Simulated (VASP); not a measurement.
# Na (P6_3/mmc) in VASP: single point with PBE

Aim: the single point of Na with PBE.

Program: VASP 6.6.1. These are calculated values, not measurements. Logs are shortened: lines on timing, memory, paths and dates and some standing lists are left out, and cuts for length are marked.

## (1) The cell of the first run

Symmetry: P6_3/mmc, No. 194, hexagonal system. Conventional cell: a = 3.767 Å, b = 3.767 Å, c = 6.154 Å, α = 90.00°, β = 90.00°, γ = 120.00°. Within 4.9 Å of Na (site symmetry -6m2) lie 12 Na at 3.77 Å.

This isn't the form of Na at room conditions, which is bcc.

## (2) Single point, PBE

INCAR

```
PREC     = Accurate       # precision mode
ENCUT    = 520            # plane-wave cutoff, eV
EDIFF    = 1E-7           # SCF threshold, eV
ISMEAR   = 0              # smearing method
SIGMA    = 0.15           # smearing width, eV
LREAL    = F              # projectors in reciprocal space
LASPH    = T              # aspherical terms in the spheres
NELM     = 80             # most SCF steps
ALGO     = Fast           # electronic algorithm
ISIF     = 2              # what is computed and relaxed
LWAVE    = F              # write WAVECAR
LCHARG   = T              # write CHGCAR
GGA      = PE             # functional
LELF     = T              # ELF
LVHAR    = T            
NBANDS   = 14             # bands
```

KPOINTS

```
regular mesh
0
Gamma
  15 15 8
```

POSCAR

```
Na
1.0
    3.7670009976      0.0000000000      0.0000000000
   -1.8835004988      3.2623185600      0.0000000000
    0.0000000000      0.0000000000      6.1540000000
Na
2
Direct
    0.3333333333      0.6666666667      0.2500000000
    0.6666666667      0.3333333333      0.7500000000
```

Potentials or basis: VASP PAW PBE potentials, release 64 (Na_pv).

The run is started by

```sh
cat potpaw_PBE.64/Na_pv/POTCAR > POTCAR
mpirun -np 1 vasp_std > vasp.out
```

OUTCAR:

```text
PREC = Accurate
   ENCUT = 520
   EDIFF = 1E-7
   ISMEAR = 0
   LREAL = F
   LASPH = T
   NELM = 80
   ISIF = 2
   GGA = PE

 ion  position               nearest neighbor table
   1  0.333  0.667  0.250-
   2  0.667  0.333  0.750-

  LATTYP: Found a hexagonal cell.
 ALAT       =     3.7670009976
 C/A-ratio  =     1.6336603054

  Lattice vectors:

 A1 = (   3.7670009976,   0.0000000000,   0.0000000000)
 A2 = (  -1.8835004988,   3.2623185600,   0.0000000000)
 A3 = (   0.0000000000,   0.0000000000,   6.1540000000)

Analysis of symmetry for initial positions (statically):
=====================================================================
 Subroutine PRICEL returns:
 Original cell was already a primitive cell.

 Routine SETGRP: Setting up the symmetry group for a
 hexagonal supercell.

 Subroutine GETGRP returns: Found 24 space group operations
 (whereof 12 operations were pure point group operations)
 out of a pool of 24 trial point group operations.

The static configuration has the point symmetry D_3d.
 The point group associated with its full space group is D_6h.

Analysis of symmetry for dynamics (positions and initial velocities):
=====================================================================
 Subroutine PRICEL returns:
 Original cell was already a primitive cell.

 Routine SETGRP: Setting up the symmetry group for a
 hexagonal supercell.

 Subroutine GETGRP returns: Found 24 space group operations
 (whereof 12 operations were pure point group operations)
 out of a pool of 24 trial point group operations.

The dynamic configuration has the point symmetry D_3d.
 The point group associated with its full space group is D_6h.

 Subroutine INISYM returns: Found 24 space group operations
 (whereof 12 operations are pure point group operations),
 and found     1 'primitive' translations

----------------------------------------------------------------------------------------

                                     Primitive cell

  volume of cell :      75.6275

  direct lattice vectors                    reciprocal lattice vectors
     3.767000998  0.000000000  0.000000000     0.265463163  0.153265229  0.000000000
    -1.883500499  3.262318560  0.000000000     0.000000000  0.306530457  0.000000000
     0.000000000  0.000000000  6.154000000     0.000000000  0.000000000  0.162495938

  length of vectors
     3.767000998  3.767000998  6.154000000     0.306530457  0.306530457  0.162495938

  position of ions in fractional coordinates (direct lattice)
     0.333333333  0.666666667  0.250000000
     0.666666667  0.333333333  0.750000000

  ion indices of the primitive-cell ions
   primitive index   ion index
                 1           1
                 2           2

----------------------------------------------------------------------------------------

 KPOINTS: regular mesh

Automatic generation of k-mesh.
 Grid dimensions read from file:
 generate k-points for:   15   15    8

 Generating k-lattice:

  Cartesian coordinates                     Fractional coordinates (reciprocal lattice)
     0.017697544  0.010217682  0.000000000     0.066666667  0.000000000  0.000000000
     0.000000000  0.020435364  0.000000000     0.000000000  0.066666667  0.000000000
     0.000000000  0.000000000  0.020311992     0.000000000  0.000000000  0.125000000

  Length of vectors
     0.020435364  0.020435364  0.020311992

  Shift w.r.t. Gamma in fractional coordinates (k-lattice)
     0.000000000  0.000000000  0.000000000

 Subroutine IBZKPT returns following result:
 ===========================================

 Found    135 irreducible k-points:

 Following reciprocal coordinates:
            Coordinates               Weight
  0.000000  0.000000  0.000000      1.000000
  0.066667  0.000000  0.000000      6.000000
  0.133333  0.000000  0.000000      6.000000
  0.200000  0.000000  0.000000      6.000000
  0.266667  0.000000  0.000000      6.000000
  0.333333  0.000000  0.000000      6.000000
[... 16 lines left out ...]
  0.333333  0.200000  0.000000     12.000000
  0.400000  0.200000  0.000000      6.000000
 [... further k-points ...]
   k-points           NKPTS =    135   k-points in BZ     NKDIM =    135   number of bands    NBANDS=     14
   number of dos      NEDOS =    301   number of ions     NIONS =      2
   total plane-waves  NPLWV =  37632
   dimension x,y,z NGX =    28 NGY =   28 NGZ =   48
   dimension x,y,z NGXF=    56 NGYF=   56 NGZF=   96
   ions per type =               2
   NGX,Y,Z   is equivalent  to a cutoff of  12.36, 12.36, 12.97 a.u.
   NGXF,Y,Z  is equivalent  to a cutoff of  24.71, 24.71, 25.93 a.u.
 SYSTEM =  unknown system
   PREC   = accura    normal or accurate (medium, high low for compatibility)
   ISTART =      0    job   : 0-new  1-cont  2-samecut
   ICHARG =      2    charge: 1-file 2-atom 10-const
   ISPIN  =      1    spin polarized calculation?
   LNONCOLLINEAR =      F non collinear calculations
   LSORBIT =      F    spin-orbit coupling
   LASPH  =      T    aspherical Exc in radial PAW
   ENCUT  =  520.0 eV  38.22 Ry    6.18 a.u.   7.00  7.00 11.44*2*pi/ulx,y,z
   NELM   =     80;   NELMIN=  2; NELMDL= -5     # of ELM steps
   EDIFF  = 0.1E-06   stopping-criterion for ELM
   LREAL  =      F    real-space projection
   EDIFFG = 0.1E-05   stopping-criterion for IOM
   NSW    =      0    number of steps for IOM
   IBRION =     -1    ionic relax: 0-MD 1-quasi-New 2-CG
   NFREE  =      0    steps in history (QN), initial steepest desc. (CG)
   ISIF   =      2    stress and relaxation
   ISYM   =      2    0-nonsym 1-usesym 2-fastsym
   POTIM  = 0.5000    time-step for ionic-motion
   TEBEG  =    0.0;   TEEND  =   0.0 temperature during run
   PSTRESS=    0.0 pullay stress
   NELECT =      14.0000    total number of electrons
   NUPDOWN=      -1.0000    fix difference up-down
   EMIN   =  10.00;   EMAX   =-10.00  energy-range for DOS
   EFERMI =   0.00;   METHOD = LEGACY
   ISMEAR =     0;   SIGMA  =   0.15  broadening in eV -4-tet -1-fermi 0-gaus
   EFERMI_NEDOS =   21; number of points for ismear=-14 and -15
   IALGO  =     68    algorithm
   IMIX   =      4    mixing-type and parameters
     AMIX     =   0.40;   BMIX     =  1.00
     AMIX_MAG =   1.60;   BMIX_MAG =  1.00
  volume/ion in A,a.u.               =      37.81       255.18
  Fermi-wavevector in a.u.,A,eV,Ry     =   0.933020  1.763152 11.844231  0.870526
  Thomas-Fermi vector in A             =   2.059678
   LORBIT       =      0    0 simple, 1 ext, 2 COOP (PROOUT), +10 PAW based schemes
   GGA     = PE    functional components
   LHFCALC =     F    Hartree Fock is set to
   AEXX    =    0.0000 exact exchange contribution
   IVDW    =     0    specifies the selected vdW correction
   LEPSILON=     F    determine dielectric tensor
   LRPA    =     F    only Hartree local field effects (RPA)
 non-spin polarized calculation
 RMM-DIIS sequential band-by-band and
 Gauss-broadening in eV      SIGMA  =   0.15
  energy-cutoff  :      520.00
  volume of cell :       75.63
 maximum number of plane-waves:      2060
 NGX is ok and might be reduce to    28
   NGX = 13   NGY = 13   NGZ = 23

 number of electron      14.0000011 magnetization

 Free energy of the ion-electron system (eV)
  ---------------------------------------------------
  ext. energy  EPLUGINS =         0.00000000
  ---------------------------------------------------
  free energy    TOTEN  =        -2.62659049 eV

  energy without entropy =       -2.61432963  energy(sigma->0) =       -2.62046006

 E-fermi :   0.2834     XC(G=0):  -6.4501

 val. band max:        0.2820266963   @ k =   0.2667   0.0000   0.2500
 cond. band min:       0.2903226864   @ k =   0.2000   0.2000   0.3750
 fundamental gap:      0.0082959901
 Fermi energy:         0.2833582420

 k-point     1 :       0.0000    0.0000    0.0000
  band No.  band energies     occupation
      1     -24.6722      2.00000
      2     -24.6445      2.00000
      3     -24.6445      2.00000
      4     -24.6400      2.00000
      5     -24.6400      2.00000
      6     -24.6397      2.00000
      7      -2.9653      2.00000
      8       0.8238      0.00000
      9       1.2095      0.00000
     10      10.1451      0.00000
     11      10.1451      0.00000
     12      10.4851      0.00000
     13      10.4851      0.00000
     14      10.6383      0.00000

 k-point     2 :       0.0667    0.0000    0.0000
  band No.  band energies     occupation
      1     -24.6717      2.00000
      2     -24.6456      2.00000
      3     -24.6449      2.00000
      4     -24.6411      2.00000
      5     -24.6401      2.00000
      6     -24.6399      2.00000
      7      -2.9004      2.00000
      8       0.8815      0.00000
      9       1.2730      0.00000
     10       8.8658      0.00000
     11       9.5579      0.00000
     12      10.0071      0.00000
     13      11.1475      0.00000
     14      11.3263      0.00000

 k-point     3 :       0.1333    0.0000    0.0000
  band No.  band energies     occupation
      1     -24.6704      2.00000
      2     -24.6486      2.00000
      3     -24.6458      2.00000
      4     -24.6441      2.00000
      5     -24.6407      2.00000
      6     -24.6404      2.00000
      7      -2.7061      2.00000
      8       1.0549      0.00000
      9       1.4617      0.00000
     10       7.3565      0.00000
     11       8.9273      0.00000
     12       9.2328      0.00000
     13      10.7199      0.00000
     14      11.3297      0.00000

 k-point     4 :       0.2000    0.0000    0.0000
  band No.  band energies     occupation
      1     -24.6683      2.00000
      2     -24.6530      2.00000
      3     -24.6486      2.00000
      4     -24.6472      2.00000
      5     -24.6415      2.00000
      6     -24.6413      2.00000
      7      -2.3838      2.00000
      8       1.3442      0.00000
      9       1.7699      0.00000
     10       5.9214      0.00000
     11       8.3962      0.00000
     12       8.4623      0.00000
     13       9.2664      0.00000
     14      10.4946      0.00000

 k-point     5 :       0.2667    0.0000    0.0000
  band No.  band energies     occupation
      1     -24.6656      2.00000
      2     -24.6581      2.00000
      3     -24.6537      2.00000
      4     -24.6487      2.00000
      5     -24.6426      2.00000
      6     -24.6424      2.00000
      7      -1.9359      2.00000
      8       1.7502      0.00000
      9       2.1799      0.00000
     10       4.5994      0.00000
     11       7.6818      0.00000
[... 276 lines left out ...]
 k-point    22 :       0.2667    0.2000    0.0000
  band No.  band energies     occupation
      1     -24.6637      2.00000
      2     -24.6615      2.00000
      3     -24.6593      2.00000
      4     -24.6533      2.00000
      5     -24.6484      2.00000
      6     -24.6464      2.00000
      7      -0.6145      2.00000
      8       2.8160      0.00000
      9       2.9735      0.00000
     10       3.4538      0.00000
     11       4.3869      0.00000
     12       6.4945      0.00000
     13       7.3745      0.00000
     14       7.3938      0.00000

 k-point    23 :       0.3333    0.2000    0.0000
  band No.  band energies     occupation
      1     -24.6659      2.00000
      2     -24.6619      2.00000
      3     -24.6568      2.00000
      4     -24.6555      2.00000
      5     -24.6497      2.00000
      6     -24.6482      2.00000
      7       0.1253      1.86385
      8       1.9193      0.00000
      9       3.5127      0.00000
     10       3.6755      0.00000
     11       4.6066      0.00000
     12       5.4374      0.00000
     13       6.4911      0.00000
     14       7.2115      0.00000

 k-point    24 :       0.4000    0.2000    0.0000
  band No.  band energies     occupation
      1     -24.6667      2.00000
      2     -24.6618      2.00000
      3     -24.6565      2.00000
      4     -24.6556      2.00000
      5     -24.6501      2.00000
      6     -24.6491      2.00000
      7       0.9153      0.00000
      8       1.0379      0.00000
      9       3.5261      0.00000
     10       4.4890      0.00000
     11       4.5047      0.00000
     12       4.9234      0.00000
     13       5.9919      0.00000
     14       7.1515      0.00000

 [... further k-points ...]
[... 5 lines left out ...]
  --------------------------------------------------------------------------------------
  -------------------------------------------------------------------------------------
  Total       -0.0551112     -0.0551112     -0.0743785      0.0000000      0.0000000      0.0000000
  in kB       -1.1675386     -1.1675386     -1.5757187      0.0000000      0.0000000      0.0000000
  external PRESSURE =      -1.3035986 kB  Pullay stress =       0.0000000 kB

 VOLUME and BASIS-vectors are now :
 -----------------------------------------------------------------------------
  energy-cutoff  :      520.00
  volume of cell :       75.63
      direct lattice vectors                 reciprocal lattice vectors
     3.767000998  0.000000000  0.000000000     0.265463163  0.153265229  0.000000000
    -1.883500499  3.262318560  0.000000000     0.000000000  0.306530457  0.000000000
     0.000000000  0.000000000  6.154000000     0.000000000  0.000000000  0.162495938

 POSITION                                       TOTAL-FORCE (eV/Angst)
 -----------------------------------------------------------------------------------
     -0.00000      2.17488      1.53850        -0.000000      0.000000      0.000000
      1.88350      1.08744      4.61550         0.000000      0.000000      0.000000
 -----------------------------------------------------------------------------------
    total drift:                                0.000000     -0.000000      0.000000

  FREE ENERGIE OF THE ION-ELECTRON SYSTEM (eV)
  ---------------------------------------------------
  free  energy   TOTEN  =        -2.6265904891 eV

  energy  without entropy=       -2.6143296333  energy(sigma->0) =       -2.62046006
```

Wall time 45 s (1 thread of Intel Xeon 6975P-C (Granite Rapids), shared host); peak memory 0.24 GiB.

Results:

```
Free energy            : -2.6266 eV
Pressure               : -0.1 GPa
Band gap on the k mesh : zero (bands 7 and 8 overlap by 4.28 eV)
```
